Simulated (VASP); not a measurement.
Here is a VASP 6.6.1 calculation.

INCAR

```
SYSTEM = Mo
PREC     = Accurate       ! precision mode
ENCUT    = 520            ! plane-wave cutoff, eV
EDIFF    = 1E-7           ! SCF threshold, eV
ISMEAR   = 0              ! smearing method
SIGMA    = 0.1            ! smearing width, eV
LREAL    = .False.        ! projectors in reciprocal space
LASPH    = .True.         ! aspherical terms in the spheres
NELM     = 100            ! most SCF steps
ALGO     = Fast           ! electronic algorithm
ISIF     = 2              ! what is computed and relaxed
LWAVE    = .False.        ! write WAVECAR
LCHARG   = .True.         ! write CHGCAR
LDIPOL   = .True.       
IDIPOL   = 3            
DIPOL    = 0.5 0.5 0.498
GGA      = PS             ! functional
LELF     = .True.         ! ELF
LVHAR    = .True.       
LVACPOTAV= .True.       
NBANDS   = 43             ! bands
```

KPOINTS

```
Automatic mesh
0
Gamma
  9 9 1
  0 0 0
```

Contents of POSCAR:

```
Mo
1.0
    3.1293068542      0.0000000000      0.0000000000
    0.0000000000      3.1293068542      0.0000000000
    0.0000000000      0.0000000000     23.2586137085
Mo
5
Direct
    0.5000000000      0.5000000000      0.3654560029
    0.0000000000      0.0000000000      0.4327280015
    0.5000000000      0.5000000000      0.4982970597
    0.0000000000      0.0000000000      0.5681718652
    0.5000000000      0.5000000000      0.6274443106
```

Potentials or basis: VASP PAW PBE potentials, release 64 (Mo_sv).

Command:

```console
$ cat potpaw_PBE.64/Mo_sv/POTCAR > POTCAR
$ mpirun -np 1 vasp_std > vasp.out
```

Q: What does it give for the band gap on the k mesh?

A: Zero (band 35 reaches 3.07 eV, above the bottom of band 36 at 1.44 eV).

Q: What does it give for the largest force?

A: 1.073 eV/Å.

Forces on the atoms (eV/Å):
```
Mo   0.000  0.000  1.038
Mo   0.000  0.000 -1.073
Mo   0.000  0.000  0.004
Mo   0.000  0.000 -0.012
Mo   0.000  0.000  0.042
```

Caveat: the PAW data sets were made with another functional, which shifts forces and pressure a little.
